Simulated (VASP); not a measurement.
# MnSb (I4/mmm) in VASP: single point with PBE

Aim: the single point of MnSb with PBE.

Program: VASP 6.6.1. These are calculated values, not measurements. Logs are shortened: lines on timing, memory, paths and dates and some standing lists are left out, and cuts for length are marked.

## 1. The cell of the first run

It takes space group I4/mmm (No. 139, tetragonal). Conventional cell: a = 3.914 Å, b = 3.914 Å, c = 5.702 Å, α = 90.00°, β = 90.00°, γ = 90.00°. Mn (site symmetry 4/mmm) has 6 Sb at 2.77 to 2.85 Å within 3.6 Å. Within 3.6 Å of Sb (site symmetry 4/mmm) lie 6 Mn at 2.77 to 2.85 Å.

## 2. Single point, PBE, collinear spin, ferromagnetic start (stretched by +2 % along [0.0, 0.0, 1.0] at fixed volume)

INCAR reads:

```
  PREC = Accurate
  ENCUT = 520
  EDIFF = 1E-7
  ISMEAR = -1
  SIGMA = 0.025
  LREAL = False
  LASPH = True
  NELM = 150
  ALGO = Normal
  ISIF = 2
  LWAVE = False
  LCHARG = False
  ISPIN = 2
  MAGMOM = 4 0
  LORBIT = 11
  LMAXMIX = 4
  GGA = PE
  NBANDS = 20
```

KPOINTS reads:

```
regular mesh
0
Gamma
  11 11 11
```

POSCAR reads:

```
MnSb
1.0
    0.0000000000      2.7674782250      2.8509163200
    2.7674782250      0.0000000000      2.8509163200
    2.7674782250      2.7674782250      0.0000000000
Mn Sb
1 1
Direct
    0.0000000000      0.0000000000      0.0000000000
    0.5000000000      0.5000000000      0.5000000000
```

Potentials or basis: VASP PAW PBE potentials, release 64 (Mn_pv, Sb).

The run is started by

```bash
$ cat potpaw_PBE.64/Mn_pv/POTCAR potpaw_PBE.64/Sb/POTCAR > POTCAR
$ mpirun -np 1 vasp_std > vasp.out
```

OUTCAR:

```text
PREC = Accurate
   ENCUT = 520
   EDIFF = 1E-7
   ISMEAR = -1
   LREAL = False
   LASPH = True
   NELM = 150
   ISIF = 2
   ISPIN = 2
   LORBIT = 11
   GGA = PE

 ion  position               nearest neighbor table
   1  0.000  0.000  0.000-   2 2.77   2 2.77   2 2.77   2 2.77   2 2.85   2 2.85
   2  0.500  0.500  0.500-   1 2.77   1 2.77   1 2.77   1 2.77   1 2.85   1 2.85

  LATTYP: Found a body centered tetragonal cell.
 ALAT       =     3.9138052394
 C/A-ratio  =     1.4568513994

  Lattice vectors:

 A1 = (  -2.7674782250,   0.0000000000,   2.8509163200)
 A2 = (   2.7674782250,   0.0000000000,   2.8509163200)
 A3 = (   0.0000000000,   2.7674782250,  -2.8509163200)

Analysis of symmetry for initial positions (statically):
=====================================================================
 Subroutine PRICEL returns:
 Original cell was already a primitive cell.

 Routine SETGRP: Setting up the symmetry group for a
 body centered tetragonal supercell.

 Subroutine GETGRP returns: Found 16 space group operations
 (whereof 16 operations were pure point group operations)
 out of a pool of 16 trial point group operations.

The static configuration has the point symmetry D_4h.

Analysis of symmetry for dynamics (positions and initial velocities):
=====================================================================
 Subroutine PRICEL returns:
 Original cell was already a primitive cell.

 Routine SETGRP: Setting up the symmetry group for a
 body centered tetragonal supercell.

 Subroutine GETGRP returns: Found 16 space group operations
 (whereof 16 operations were pure point group operations)
 out of a pool of 16 trial point group operations.

The dynamic configuration has the point symmetry D_4h.

Analysis of structural, dynamic, and magnetic symmetry:
=====================================================================
 Subroutine PRICEL returns:
 Original cell was already a primitive cell.

 Routine SETGRP: Setting up the symmetry group for a
 body centered tetragonal supercell.

 Subroutine GETGRP returns: Found 16 space group operations
 (whereof 16 operations were pure point group operations)
 out of a pool of 16 trial point group operations.

The overall configuration has the point symmetry D_4h.

 Subroutine INISYM returns: Found 16 space group operations
 (whereof 16 operations are pure point group operations),
 and found     1 'primitive' translations

----------------------------------------------------------------------------------------

                                     Primitive cell

  volume of cell :      43.6700

  direct lattice vectors                    reciprocal lattice vectors
     0.000000000  2.767478225  2.850916320    -0.180669895  0.180669895  0.175382208
     2.767478225  0.000000000  2.850916320     0.180669895 -0.180669895  0.175382208
     2.767478225  2.767478225  0.000000000     0.180669895  0.180669895 -0.175382208

  length of vectors
     3.973242956  3.973242956  3.913805239     0.309906665  0.309906665  0.309906665

  position of ions in fractional coordinates (direct lattice)
     0.000000000  0.000000000  0.000000000
     0.500000000  0.500000000  0.500000000

  ion indices of the primitive-cell ions
   primitive index   ion index
                 1           1
                 2           2

----------------------------------------------------------------------------------------

 KPOINTS: regular mesh

Automatic generation of k-mesh.
 Grid dimensions read from file:
 generate k-points for:   11   11   11

 Generating k-lattice:

  Cartesian coordinates                     Fractional coordinates (reciprocal lattice)
    -0.016424536  0.016424536  0.015943837     0.090909091 -0.000000000  0.000000000
     0.016424536 -0.016424536  0.015943837    -0.000000000  0.090909091  0.000000000
     0.016424536  0.016424536 -0.015943837     0.000000000  0.000000000  0.090909091

  Length of vectors
     0.028173333  0.028173333  0.028173333

  Shift w.r.t. Gamma in fractional coordinates (k-lattice)
     0.000000000  0.000000000  0.000000000

 Subroutine IBZKPT returns following result:
 ===========================================

 Found    126 irreducible k-points:

 Following reciprocal coordinates:
            Coordinates               Weight
  0.000000  0.000000  0.000000      1.000000
  0.090909 -0.000000  0.000000      8.000000
  0.181818 -0.000000  0.000000      8.000000
  0.272727 -0.000000  0.000000      8.000000
  0.363636 -0.000000  0.000000      8.000000
  0.454545 -0.000000  0.000000      8.000000
[... 16 lines left out ...]
 -0.272727  0.181818  0.000000      8.000000
 -0.181818  0.181818  0.000000      4.000000
 [... further k-points ...]
   k-points           NKPTS =    126   k-points in BZ     NKDIM =    126   number of bands    NBANDS=     20
   number of dos      NEDOS =    301   number of ions     NIONS =      2
   total plane-waves  NPLWV =  27000
   dimension x,y,z NGX =    30 NGY =   30 NGZ =   30
   dimension x,y,z NGXF=    60 NGYF=   60 NGZF=   60
   ions per type =               1   1
   NGX,Y,Z   is equivalent  to a cutoff of  12.55, 12.55, 12.74 a.u.
   NGXF,Y,Z  is equivalent  to a cutoff of  25.10, 25.10, 25.49 a.u.
 SYSTEM =  unknown system
   PREC   = accura    normal or accurate (medium, high low for compatibility)
   ISTART =      0    job   : 0-new  1-cont  2-samecut
   ICHARG =      2    charge: 1-file 2-atom 10-const
   ISPIN  =      2    spin polarized calculation?
   LNONCOLLINEAR =      F non collinear calculations
   LSORBIT =      F    spin-orbit coupling
   LASPH  =      T    aspherical Exc in radial PAW
   ENCUT  =  520.0 eV  38.22 Ry    6.18 a.u.   7.39  7.39  7.28*2*pi/ulx,y,z
   NELM   =    150;   NELMIN=  2; NELMDL= -5     # of ELM steps
   EDIFF  = 0.1E-06   stopping-criterion for ELM
   LREAL  =      F    real-space projection
   EDIFFG = 0.1E-05   stopping-criterion for IOM
   NSW    =      0    number of steps for IOM
   IBRION =     -1    ionic relax: 0-MD 1-quasi-New 2-CG
   NFREE  =      0    steps in history (QN), initial steepest desc. (CG)
   ISIF   =      2    stress and relaxation
   ISYM   =      2    0-nonsym 1-usesym 2-fastsym
   POTIM  = 0.5000    time-step for ionic-motion
   TEBEG  =    0.0;   TEEND  =   0.0 temperature during run
   PSTRESS=    0.0 pullay stress
   NELECT =      18.0000    total number of electrons
   NUPDOWN=      -1.0000    fix difference up-down
   EMIN   =  10.00;   EMAX   =-10.00  energy-range for DOS
   EFERMI =   0.00;   METHOD = LEGACY
   ISMEAR =    -1;   SIGMA  =   0.03  broadening in eV -4-tet -1-fermi 0-gaus
   EFERMI_NEDOS =   21; number of points for ismear=-14 and -15
   IALGO  =     38    algorithm
   IMIX   =      4    mixing-type and parameters
     AMIX     =   0.40;   BMIX     =  1.00
     AMIX_MAG =   1.60;   BMIX_MAG =  1.00
  volume/ion in A,a.u.               =      21.83       147.35
  Fermi-wavevector in a.u.,A,eV,Ry     =   1.218348  2.302344 20.196106  1.484372
  Thomas-Fermi vector in A             =   2.353638
   LORBIT       =     11    0 simple, 1 ext, 2 COOP (PROOUT), +10 PAW based schemes
   GGA     = PE    functional components
   LHFCALC =     F    Hartree Fock is set to
   AEXX    =    0.0000 exact exchange contribution
   IVDW    =     0    specifies the selected vdW correction
   LEPSILON=     F    determine dielectric tensor
   LRPA    =     F    only Hartree local field effects (RPA)
 spin polarized calculation
  energy-cutoff  :      520.00
  volume of cell :       43.67
 maximum number of plane-waves:      1195
 NGX is ok and might be reduce to    30
   NGX = 15   NGY = 15   NGZ = 15

 number of electron      17.9999987 magnetization       3.8088627

 Free energy of the ion-electron system (eV)
  ---------------------------------------------------
  ext. energy  EPLUGINS =         0.00000000
  ---------------------------------------------------
  free energy    TOTEN  =       -12.84853970 eV

  energy without entropy =      -12.84648514  energy(sigma->0) =      -12.84751242

 E-fermi :   7.6540     XC(G=0): -10.5759

 val. band max:        7.6501094179   @ k =  -0.0909   0.4545   0.3636
 cond. band min:       7.6702490125   @ k =   0.2727   0.1818   0.0000
 fundamental gap:      0.0201395946
 Fermi energy:         7.6540498286

 spin component 1

 k-point     1 :       0.0000    0.0000    0.0000
  band No.  band energies     occupation
      1     -42.6871      1.00000
      2     -42.6549      1.00000
      3     -42.6549      1.00000
      4      -3.9029      1.00000
      5       4.5182      1.00000
      6       4.5775      1.00000
[... 12 lines left out ...]
     19      17.4419      0.00000
     20      17.4419      0.00000
[... 507 lines left out ...]
 k-point    24 :      -0.1818    0.1818    0.0000
  band No.  band energies     occupation
      1     -42.6877      1.00000
      2     -42.6567      1.00000
      3     -42.6547      1.00000
      4      -2.7741      1.00000
      5       3.5204      1.00000
      6       4.1163      1.00000
[... 12 lines left out ...]
     19      20.0999      0.00000
     20      20.8374      0.00000

 [... further k-points ...]

 spin component 2

 k-point     1 :       0.0000    0.0000    0.0000
  band No.  band energies     occupation
      1     -38.7560      1.00000
      2     -38.7560      1.00000
      3     -38.7380      1.00000
      4      -3.8292      1.00000
      5       7.7457      0.02495
      6       7.7526      0.01902
[... 12 lines left out ...]
     19      18.4037      0.00000
     20      18.4037      0.00000
[... 507 lines left out ...]
 k-point    24 :      -0.1818    0.1818    0.0000
  band No.  band energies     occupation
      1     -38.7585      1.00000
      2     -38.7557      1.00000
      3     -38.7389      1.00000
      4      -2.7445      1.00000
      5       4.4680      1.00000
      6       5.8277      1.00000
[... 12 lines left out ...]
     19      20.4907      0.00000
     20      21.2886      0.00000

 [... further k-points ...]

------------------------ aborting loop because EDIFF is reached ----------------------------------------

  FORCE on cell =-STRESS in cart. coord.  units (eV):
  Direction    XX          YY          ZZ          XY          YZ          ZX
  --------------------------------------------------------------------------------------
  -------------------------------------------------------------------------------------
  Total        0.1932321      0.1932321     -0.7104492      0.0000000      0.0000000      0.0000000
  in kB        7.0893594      7.0893594    -26.0651784      0.0000000      0.0000000      0.0000000
  external PRESSURE =      -3.9621532 kB  Pullay stress =       0.0000000 kB

 VOLUME and BASIS-vectors are now :
 -----------------------------------------------------------------------------
  energy-cutoff  :      520.00
  volume of cell :       43.67
      direct lattice vectors                 reciprocal lattice vectors
     0.000000000  2.767478225  2.850916320    -0.180669895  0.180669895  0.175382208
     2.767478225  0.000000000  2.850916320     0.180669895 -0.180669895  0.175382208
     2.767478225  2.767478225  0.000000000     0.180669895  0.180669895 -0.175382208

 POSITION                                       TOTAL-FORCE (eV/Angst)
 -----------------------------------------------------------------------------------
      0.00000      0.00000      0.00000         0.000000      0.000000     -0.000000
      2.76748      2.76748      2.85092        -0.000000     -0.000000      0.000000
 -----------------------------------------------------------------------------------
    total drift:                               -0.000000      0.000000      0.000000

  FREE ENERGIE OF THE ION-ELECTRON SYSTEM (eV)
  ---------------------------------------------------
  free  energy   TOTEN  =       -12.8485396997 eV

  energy  without entropy=      -12.8464851403  energy(sigma->0) =      -12.84751242

 total charge

# of ion       s       p       d       tot
------------------------------------------
    1        0.281   6.183   4.998  11.462
    2        1.145   1.296   0.036   2.476
--------------------------------------------------
tot          1.426   7.479   5.033  13.938

 magnetization (x)

# of ion       s       p       d       tot
------------------------------------------
    1        0.074   0.034   3.634   3.743
    2        0.015  -0.131   0.010  -0.106
--------------------------------------------------
tot          0.089  -0.097   3.645   3.637
```

It took 8.8 min on 1 thread of AMD EPYC, shared host; peak memory 0.28 GiB.

What came out:

```yaml
Free_energy: -12.8485 eV
Pressure: -0.4 GPa
Net_moment: 3.81 μB per cell
Site_moments: Mn +3.74; Sb -0.11 μB
Valence_electrons_inside_the_program's_atomic_spheres: Mn 11.46; Sb 2.48
```

Stress tensor (GPa, compression positive):
```
 0.71  0.00  0.00
 0.00  0.71  0.00
 0.00  0.00 -2.61
```

Levels at points of the mesh, in eV from the Fermi level:
Spin up:
```tsv
k point	band 7	band 8	band 9	band 10	band 11	band 12	band 13	band 14	band 15	band 16
(0.00, 0.00, 0.00)	-3.08	-2.87	-2.82	1.21	1.21	1.37	4.92	8.08	8.11	8.15
```
Spin down:
| k point | band 3 | band 4 | band 5 | band 6 | band 7 | band 8 | band 9 | band 10 | band 11 | band 12 |
| --- | --- | --- | --- | --- | --- | --- | --- | --- | --- | --- |
| (0.00, 0.00, 0.00) | -46.39 | -11.48 | 0.09 | 0.10 | 0.13 | 0.26 | 0.26 | 1.22 | 1.22 | 1.33 |

Caveat: spin-orbit coupling is left out, which moves the levels of the heavy elements; a cell with one magnetic atom can't hold antiferromagnetic order, which such compounds often take.
